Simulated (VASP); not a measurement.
# Ge2Sb2Te (P-3m1) in VASP: further runs

Runs on Ge2Sb2Te. Level: PBE. Tasks: single point.

All numbers are computed with VASP 6.6.1; they aren't measurements. Logs are shortened: lines on timing, memory, paths and dates and some standing lists are left out, and cuts for length are marked.

**1. The cell of the first run**

Symmetry: P-3m1, No. 164, trigonal system. The conventional cell has a = 4.136 Å, b = 4.136 Å, c = 8.998 Å, α = 90.00°, β = 90.00°, γ = 120.00°. Ge (site symmetry 3m) has 4 Sb at 2.92 to 3.72 Å and 3 Te at 2.99 Å within 3.8 Å. Within 3.8 Å of Sb (site symmetry 3m) lie 4 Ge at 2.92 to 3.72 Å and 3 Sb at 3.15 Å. Within 3.9 Å of Te (site symmetry -3m) lie 6 Ge at 2.99 Å.

**2. Single point, PBE**

INCAR

```
SYSTEM = Ge2Sb2Te
  PREC = Accurate
  ENCUT = 500
  EDIFF = 1E-6
  ISMEAR = 0
  SIGMA = 0.2
  LREAL = .FALSE.
  LASPH = .TRUE.
  NELM = 120
  ALGO = Normal
  ISIF = 2
  LWAVE = .FALSE.
  LCHARG = .TRUE.
  GGA = PE
  LELF = .TRUE.
  LVHAR = .TRUE.
  NBANDS = 30
  GGA_COMPAT = .FALSE.
```

KPOINTS

```
regular mesh
0
G
  5 5 2
  0 0 0
```

POSCAR

```
Ge2Sb2Te
1.0
    4.1358806652      0.0000000000      0.0000000000
   -2.0679403326      3.5817777231      0.0000000000
    0.0000000000      0.0000000000      8.9981115480
Ge Sb Te
2 2 1
Direct
    0.6666666667      0.3333333333      0.8000334771
    0.3333333333      0.6666666667      0.1999665229
    0.3333333333      0.6666666667      0.6137911756
    0.6666666667      0.3333333333      0.3862088244
    0.0000000000      0.0000000000      0.0000000000
```

Potentials or basis: VASP PAW PBE potentials, release 64 (Ge_d, Sb, Te).

The run is started by

```
$ cat potpaw_PBE.64/Ge_d/POTCAR potpaw_PBE.64/Sb/POTCAR potpaw_PBE.64/Te/POTCAR > POTCAR
$ mpirun -np 1 vasp_std > vasp.out
```

OUTCAR:

```text
SYSTEM = Ge2Sb2Te
   PREC = Accurate
   ENCUT = 500
   EDIFF = 1E-6
   ISMEAR = 0
   LREAL = .FALSE.
   LASPH = .TRUE.
   NELM = 120
   ISIF = 2
   GGA = PE

 ion  position               nearest neighbor table
   1  0.667  0.333  0.800-   3 2.92   3 2.92   3 2.92   5 2.99   5 2.99   5 2.99
   2  0.333  0.667  0.200-   4 2.92   4 2.92   4 2.92   5 2.99   5 2.99   5 2.99
   3  0.333  0.667  0.614-   1 2.92   1 2.92   1 2.92   4 3.15   4 3.15   4 3.15
   4  0.667  0.333  0.386-   2 2.92   2 2.92   2 2.92   3 3.15   3 3.15   3 3.15
   5  0.000  0.000  0.000-   1 2.99   2 2.99   1 2.99   2 2.99   1 2.99   2 2.99

  LATTYP: Found a hexagonal cell.
 ALAT       =     4.1358806652
 C/A-ratio  =     2.1756216575

  Lattice vectors:

 A1 = (   4.1358806652,   0.0000000000,   0.0000000000)
 A2 = (  -2.0679403326,   3.5817777231,   0.0000000000)
 A3 = (   0.0000000000,   0.0000000000,   8.9981115480)

Analysis of symmetry for initial positions (statically):
=====================================================================
 Subroutine PRICEL returns:
 Original cell was already a primitive cell.

 Routine SETGRP: Setting up the symmetry group for a
 hexagonal supercell.

 Subroutine GETGRP returns: Found 12 space group operations
 (whereof 12 operations were pure point group operations)
 out of a pool of 24 trial point group operations.

The static configuration has the point symmetry D_3d.

Analysis of symmetry for dynamics (positions and initial velocities):
=====================================================================
 Subroutine PRICEL returns:
 Original cell was already a primitive cell.

 Routine SETGRP: Setting up the symmetry group for a
 hexagonal supercell.

 Subroutine GETGRP returns: Found 12 space group operations
 (whereof 12 operations were pure point group operations)
 out of a pool of 24 trial point group operations.

The dynamic configuration has the point symmetry D_3d.

 Subroutine INISYM returns: Found 12 space group operations
 (whereof 12 operations are pure point group operations),
 and found     1 'primitive' translations

----------------------------------------------------------------------------------------

                                     Primitive cell

  volume of cell :     133.2963

  direct lattice vectors                    reciprocal lattice vectors
     4.135880665  0.000000000  0.000000000     0.241786473  0.139595485  0.000000000
    -2.067940333  3.581777723  0.000000000     0.000000000  0.279190971  0.000000000
     0.000000000  0.000000000  8.998111548     0.000000000  0.000000000  0.111134430

  length of vectors
     4.135880665  4.135880665  8.998111548     0.279190971  0.279190971  0.111134430

  position of ions in fractional coordinates (direct lattice)
     0.666666667  0.333333333  0.800033477
     0.333333333  0.666666667  0.199966523
     0.333333333  0.666666667  0.613791176
     0.666666667  0.333333333  0.386208824
     0.000000000  0.000000000  0.000000000

  ion indices of the primitive-cell ions
   primitive index   ion index
                 1           1
                 2           2
                 3           3
                 4           4
                 5           5

----------------------------------------------------------------------------------------

 KPOINTS: regular mesh

Automatic generation of k-mesh.
 Grid dimensions read from file:
 generate k-points for:    5    5    2

 Generating k-lattice:

  Cartesian coordinates                     Fractional coordinates (reciprocal lattice)
     0.048357295  0.027919097  0.000000000     0.200000000  0.000000000  0.000000000
     0.000000000  0.055838194  0.000000000     0.000000000  0.200000000  0.000000000
     0.000000000  0.000000000  0.055567215     0.000000000  0.000000000  0.500000000

  Length of vectors
     0.055838194  0.055838194  0.055567215

  Shift w.r.t. Gamma in fractional coordinates (k-lattice)
     0.000000000  0.000000000  0.000000000

 Subroutine IBZKPT returns following result:
 ===========================================

 Found     10 irreducible k-points:

 Following reciprocal coordinates:
            Coordinates               Weight
  0.000000  0.000000  0.000000      1.000000
  0.200000 -0.000000  0.000000      6.000000
  0.400000 -0.000000  0.000000      6.000000
  0.200000  0.200000  0.000000      6.000000
  0.400000  0.200000  0.000000      6.000000
  0.000000  0.000000  0.500000      1.000000
  0.200000 -0.000000  0.500000      6.000000
  0.400000 -0.000000  0.500000      6.000000
  0.200000  0.200000  0.500000      6.000000
  0.400000  0.200000  0.500000      6.000000
   k-points           NKPTS =     10   k-points in BZ     NKDIM =     10   number of bands    NBANDS=     30
   number of dos      NEDOS =    301   number of ions     NIONS =      5
   total plane-waves  NPLWV =  63000
   dimension x,y,z NGX =    30 NGY =   30 NGZ =   70
   dimension x,y,z NGXF=    60 NGYF=   60 NGZF=  140
   ions per type =               2   2   1
   NGX,Y,Z   is equivalent  to a cutoff of  12.06, 12.06, 12.93 a.u.
   NGXF,Y,Z  is equivalent  to a cutoff of  24.12, 24.12, 25.87 a.u.
 SYSTEM =  Ge2Sb2Te
   PREC   = accura    normal or accurate (medium, high low for compatibility)
   ISTART =      0    job   : 0-new  1-cont  2-samecut
   ICHARG =      2    charge: 1-file 2-atom 10-const
   ISPIN  =      1    spin polarized calculation?
   LNONCOLLINEAR =      F non collinear calculations
   LSORBIT =      F    spin-orbit coupling
   LASPH  =      T    aspherical Exc in radial PAW
   ENCUT  =  500.0 eV  36.75 Ry    6.06 a.u.   7.54  7.54 16.41*2*pi/ulx,y,z
   NELM   =    120;   NELMIN=  2; NELMDL= -5     # of ELM steps
   EDIFF  = 0.1E-05   stopping-criterion for ELM
   LREAL  =      F    real-space projection
   EDIFFG = 0.1E-04   stopping-criterion for IOM
   NSW    =      0    number of steps for IOM
   IBRION =     -1    ionic relax: 0-MD 1-quasi-New 2-CG
   NFREE  =      0    steps in history (QN), initial steepest desc. (CG)
   ISIF   =      2    stress and relaxation
   ISYM   =      2    0-nonsym 1-usesym 2-fastsym
   POTIM  = 0.5000    time-step for ionic-motion
   TEBEG  =    0.0;   TEEND  =   0.0 temperature during run
   PSTRESS=    0.0 pullay stress
   NELECT =      44.0000    total number of electrons
   NUPDOWN=      -1.0000    fix difference up-down
   EMIN   =  10.00;   EMAX   =-10.00  energy-range for DOS
   EFERMI =   0.00;   METHOD = LEGACY
   ISMEAR =     0;   SIGMA  =   0.20  broadening in eV -4-tet -1-fermi 0-gaus
   EFERMI_NEDOS =   21; number of points for ismear=-14 and -15
   IALGO  =     38    algorithm
   IMIX   =      4    mixing-type and parameters
     AMIX     =   0.40;   BMIX     =  1.00
     AMIX_MAG =   1.60;   BMIX_MAG =  1.00
  volume/ion in A,a.u.               =      26.66       179.91
  Fermi-wavevector in a.u.,A,eV,Ry     =   1.131409  2.138053 17.416639  1.280087
  Thomas-Fermi vector in A             =   2.268108
   LORBIT       =      0    0 simple, 1 ext, 2 COOP (PROOUT), +10 PAW based schemes
   GGA     = PE    functional components
   LHFCALC =     F    Hartree Fock is set to
   AEXX    =    0.0000 exact exchange contribution
   IVDW    =     0    specifies the selected vdW correction
   LEPSILON=     F    determine dielectric tensor
   LRPA    =     F    only Hartree local field effects (RPA)
 non-spin polarized calculation
 Gauss-broadening in eV      SIGMA  =   0.20
  energy-cutoff  :      500.00
  volume of cell :      133.30
 maximum number of plane-waves:      3428
 NGX is ok and might be reduce to    30
   NGX = 15   NGY = 15   NGZ = 33

 number of electron      43.9999975 magnetization

 Free energy of the ion-electron system (eV)
  ---------------------------------------------------
  ext. energy  EPLUGINS =         0.00000000
  ---------------------------------------------------
  free energy    TOTEN  =       -20.03350926 eV

  energy without entropy =      -20.00586229  energy(sigma->0) =      -20.01968578

 E-fermi :   6.5223     XC(G=0):  -9.9131

 val. band max:        6.4815039491   @ k =   0.2000  -0.0000   0.5000
 cond. band min:       6.6905844314   @ k =   0.0000   0.0000   0.5000
 fundamental gap:      0.2090804823
 Fermi energy:         6.5222688332

 k-point     1 :       0.0000    0.0000    0.0000
  band No.  band energies     occupation
      1     -18.1617      2.00000
      2     -18.1617      2.00000
      3     -18.1615      2.00000
      4     -18.1615      2.00000
      5     -18.1599      2.00000
      6     -18.1593      2.00000
[... 22 lines left out ...]
     29       9.5218      0.00000
     30      10.8600      0.00000

 k-point     2 :       0.2000   -0.0000    0.0000
  band No.  band energies     occupation
      1     -18.1633      2.00000
      2     -18.1624      2.00000
      3     -18.1621      2.00000
      4     -18.1612      2.00000
      5     -18.1592      2.00000
      6     -18.1587      2.00000
[... 22 lines left out ...]
     29      10.4489      0.00000
     30      11.3460      0.00000

 k-point     3 :       0.4000   -0.0000    0.0000
  band No.  band energies     occupation
      1     -18.1656      2.00000
      2     -18.1641      2.00000
      3     -18.1625      2.00000
      4     -18.1610      2.00000
      5     -18.1580      2.00000
      6     -18.1578      2.00000
[... 22 lines left out ...]
     29      10.8803      0.00000
     30      11.1927      0.00000

 k-point     4 :       0.2000    0.2000    0.0000
  band No.  band energies     occupation
      1     -18.1646      2.00000
      2     -18.1639      2.00000
      3     -18.1623      2.00000
      4     -18.1616      2.00000
      5     -18.1582      2.00000
      6     -18.1580      2.00000
[... 154 lines left out ...]
     29      11.1933      0.00000
     30      12.0906      0.00000

 k-point     9 :       0.2000    0.2000    0.5000
  band No.  band energies     occupation
      1     -18.1646      2.00000
      2     -18.1639      2.00000
      3     -18.1623      2.00000
      4     -18.1616      2.00000
      5     -18.1581      2.00000
      6     -18.1580      2.00000
[... 22 lines left out ...]
     29      11.5437      0.00000
     30      11.6545      0.00000

 k-point    10 :       0.4000    0.2000    0.5000
  band No.  band energies     occupation
      1     -18.1653      2.00000
      2     -18.1640      2.00000
      3     -18.1633      2.00000
      4     -18.1618      2.00000
      5     -18.1576      2.00000
      6     -18.1575      2.00000
[... 22 lines left out ...]
     29      11.3139      0.00000
     30      11.7215      0.00000

------------------------ aborting loop because EDIFF is reached ----------------------------------------

  FORCE on cell =-STRESS in cart. coord.  units (eV):
  Direction    XX          YY          ZZ          XY          YZ          ZX
  --------------------------------------------------------------------------------------
  -------------------------------------------------------------------------------------
  Total       -0.5217142     -0.5217142      0.2547384     -0.0000000      0.0000000      0.0000000
  in kB       -6.2708326     -6.2708326      3.0618715     -0.0000000      0.0000000      0.0000000
  external PRESSURE =      -3.1599313 kB  Pullay stress =       0.0000000 kB

 VOLUME and BASIS-vectors are now :
 -----------------------------------------------------------------------------
  energy-cutoff  :      500.00
  volume of cell :      133.30
      direct lattice vectors                 reciprocal lattice vectors
     4.135880665  0.000000000  0.000000000     0.241786473  0.139595485  0.000000000
    -2.067940333  3.581777723  0.000000000     0.000000000  0.279190971  0.000000000
     0.000000000  0.000000000  8.998111548     0.000000000  0.000000000  0.111134430

 POSITION                                       TOTAL-FORCE (eV/Angst)
 -----------------------------------------------------------------------------------
      2.06794      1.19393      7.19879        -0.000000      0.000000      0.048555
     -0.00000      2.38785      1.79932         0.000000     -0.000000     -0.048555
     -0.00000      2.38785      5.52296         0.000000      0.000000      0.009235
      2.06794      1.19393      3.47515        -0.000000      0.000000     -0.009235
      0.00000      0.00000      0.00000        -0.000000      0.000000      0.000000
 -----------------------------------------------------------------------------------
    total drift:                               -0.000000      0.000000     -0.000000

  FREE ENERGIE OF THE ION-ELECTRON SYSTEM (eV)
  ---------------------------------------------------
  free  energy   TOTEN  =       -20.0335092629 eV

  energy  without entropy=      -20.0058622921  energy(sigma->0) =      -20.01968578
```

Wall time 40 s (1 thread of Intel Xeon 6975P-C, shared host); peak memory 0.25 GiB.

Results:

```
Free energy            : -20.0335 eV
Pressure               : -0.3 GPa
Largest force          : 0.049 eV/Å
Band gap on the k mesh : zero (band 22 reaches 7.19 eV, above the bottom of band 23 at 5.88 eV)
```

Forces on the atoms (eV/Å):
```
Ge   0.000  0.000  0.049
Ge   0.000  0.000 -0.049
Sb   0.000  0.000  0.009
Sb   0.000  0.000 -0.009
Te   0.000  0.000  0.000
```

Stress tensor (GPa, compression positive):
```
-0.63  0.00  0.00
 0.00 -0.63  0.00
 0.00  0.00  0.31
```

Levels at points of the mesh, in eV from the Fermi level:
| k point | band 19 | band 20 | band 21 | band 22 | band 23 | band 24 | band 25 | band 26 |
| --- | --- | --- | --- | --- | --- | --- | --- | --- |
| (0.00, 0.00, 0.00) | -0.88 | -0.88 | -0.54 | 0.67 | 0.67 | 1.69 | 1.69 | 1.80 |
| (0.00, 0.00, 0.50) | -0.64 | -0.64 | 0.17 | 0.17 | 0.19 | 0.61 | 2.10 | 2.10 |

Caveat: spin-orbit coupling is left out, which moves the levels of the heavy elements.

**3. Single point, PBE**

This run uses another cell than the first one, of 30.82 Å³/atom, 1.156 times its volume.

INCAR

```
PREC = Accurate
ENCUT = 500
EDIFF = 1E-6
ISMEAR = 0
SIGMA = 0.2
LREAL = False
LASPH = True
NELM = 120
ALGO = Normal
ISIF = 2
LWAVE = False
LCHARG = False
GGA = PE
NBANDS = 30
GGA_COMPAT = False
```

KPOINTS

```
regular mesh
0
Gamma
  5 5 2
```

POSCAR

```
Ge2Sb2Te
1.0
    4.4392978599      0.0000000030      0.0000000000
   -2.2196489326      3.8445447201      0.0000000000
    0.0000000000      0.0000000000      9.0301400990
Ge Sb Te
2 2 1
Direct
    0.0000000000      0.0000000000      0.6407500090
    0.0000000000      0.0000000000      0.3592499910
    0.3333333333      0.6666666667      0.2313652927
    0.6666666667      0.3333333333      0.7686347073
    0.0000000000      0.0000000000      0.0000000000
```

Potentials or basis: VASP PAW PBE potentials, release 64 (Ge_d, Sb, Te).

The run is started by

```
$ cat potpaw_PBE.64/Ge_d/POTCAR potpaw_PBE.64/Sb/POTCAR potpaw_PBE.64/Te/POTCAR > POTCAR
$ mpirun -np 1 vasp_std > vasp.out
```

Wall time 35 s (1 thread of Intel Xeon 6975P-C, shared host); peak memory 0.26 GiB.

It converged, with:

| Quantity | Value |
| --- | --- |
| Free energy | -19.1755 eV |
| Pressure | -0.1 GPa |
| Largest force | 0.044 eV/Å |
| Band gap on the k mesh | zero (band 22 reaches 5.38 eV, above the bottom of band 23 at 4.30 eV) |

Forces on the atoms (eV/Å):
```
Ge   0.000  0.000 -0.044
Ge   0.000  0.000  0.044
Sb   0.000  0.000 -0.033
Sb   0.000  0.000  0.033
Te   0.000  0.000  0.000
```

Stress tensor (GPa, compression positive):
```
-0.16  0.00  0.00
 0.00 -0.16  0.00
 0.00  0.00 -0.01
```

Levels at points of the mesh, in eV from the Fermi level:
| k point | band 18 | band 19 | band 20 | band 21 | band 22 | band 23 | band 24 | band 25 | band 26 | band 27 |
| --- | --- | --- | --- | --- | --- | --- | --- | --- | --- | --- |
| (0.00, 0.00, 0.00) | -2.19 | -1.21 | -1.21 | -0.92 | -0.24 | -0.24 | 0.30 | 1.78 | 1.78 | 2.36 |
| (0.00, 0.00, 0.50) | -2.02 | -1.61 | -1.61 | -0.35 | 0.15 | 0.15 | 0.75 | 1.47 | 1.47 | 2.31 |

Caveat: spin-orbit coupling is left out, which moves the levels of the heavy elements.

**4. Single point, PBE**

INCAR

```
SYSTEM = Ge2Sb2Te
ALGO     = Normal         ! electronic algorithm
EDIFF    = 1E-6           ! SCF threshold, eV
ENCUT    = 500            ! plane-wave cutoff, eV
GGA      = PE             ! functional
GGA_COMPAT= .False.      
ISIF     = 2              ! what is computed and relaxed
ISMEAR   = 0              ! smearing method
LASPH    = .True.         ! aspherical terms in the spheres
LCHARG   = .False.        ! write CHGCAR
LREAL    = .False.        ! projectors in reciprocal space
LWAVE    = .False.        ! write WAVECAR
NBANDS   = 30             ! bands
NELM     = 120            ! most SCF steps
PREC     = Accurate       ! precision mode
SIGMA    = 0.1            ! smearing width, eV
```

KPOINTS

```
k-points
0
Gamma
  6 6 2
  0 0 0
```

POSCAR

```
Ge2Sb2Te
1.0
    4.1358806652      0.0000000000      0.0000000000
   -2.0679403326      3.5817777231      0.0000000000
    0.0000000000      0.0000000000      8.9981115480
Ge Sb Te
2 2 1
Direct
    0.6666666667      0.3333333333      0.8000334771
    0.3333333333      0.6666666667      0.1999665229
    0.3333333333      0.6666666667      0.6137911756
    0.6666666667      0.3333333333      0.3862088244
    0.0000000000      0.0000000000      0.0000000000
```

The run is started by

```
$ cat potpaw_PBE.64/Ge_d/POTCAR potpaw_PBE.64/Sb/POTCAR potpaw_PBE.64/Te/POTCAR > POTCAR
$ mpirun -np 1 vasp_std > vasp.out
```

It took 45 s on 1 thread of Intel Xeon 6975P-C, shared host; peak memory 0.26 GiB.

Results (log left out):

- Free energy: -19.9333 eV
- Pressure: -0.1 GPa
- Largest force: 0.034 eV/Å
- Band gap on the k mesh: zero (band 22 reaches 7.19 eV, above the bottom of band 23 at 5.53 eV)

Forces in eV/Å, atoms in the order of the input:
```
Ge   0.000  0.000  0.022
Ge   0.000  0.000 -0.022
Sb   0.000  0.000  0.034
Sb   0.000  0.000 -0.034
Te   0.000  0.000  0.000
```

Stress tensor (GPa, compression positive):
```
-0.91  0.00  0.00
 0.00 -0.91  0.00
 0.00  0.00  1.48
```

Levels at points of the mesh, in eV from the Fermi level:
```
           k point  band 18  band 19  band 20  band 21  band 22  band 23  band 24  band 25  band 26  band 27
(0.00, 0.00, 0.00)    -0.92    -0.89    -0.89    -0.55     0.66     0.66     1.68     1.68     1.79     1.84
(0.50, 0.00, 0.00)    -3.17    -2.58    -1.74    -1.44    -1.27    -1.00     1.17     1.17     3.06     3.90
(0.00, 0.00, 0.50)    -1.44    -0.65    -0.65     0.16     0.16     0.19     0.61     2.09     2.09     3.06
(0.50, 0.00, 0.50)    -3.93    -2.91    -2.42    -1.14    -0.39     0.49     0.78     1.74     2.34     3.22
```

Caveat: spin-orbit coupling is left out, which moves the levels of the heavy elements.

**5. Overview**

| cell | k mesh | smearing | gap on the mesh (eV) | pressure (GPa) | largest force (eV/Å) |
| --- | --- | --- | --- | --- | --- |
| a = 4.136, b = 4.136, c = 8.998 Å, angles 90.0, 90.0, 120.0°, 5 atoms | 5 × 5 × 2 | gaussian 0.2 eV | none | -0.3 | 0.05 |
| a = 4.439, b = 4.439, c = 9.030 Å, angles 90.0, 90.0, 120.0°, 5 atoms | 5 × 5 × 2 | gaussian 0.2 eV | none | -0.1 | 0.04 |
| a = 4.136, b = 4.136, c = 8.998 Å, angles 90.0, 90.0, 120.0°, 5 atoms | 6 × 6 × 2 | gaussian 0.1 eV | none | -0.1 | 0.03 |

Alike in all rows: task single point; level PBE; potentials or basis VASP PAW PBE potentials, release 64 (Ge_d, Sb, Te); no spin polarisation; cutoff (eV) 500.

Caveats: spin-orbit coupling is left out, which moves the levels of the heavy elements.

Total energies depend on the potentials used, so only differences within one code and one set of settings carry meaning.
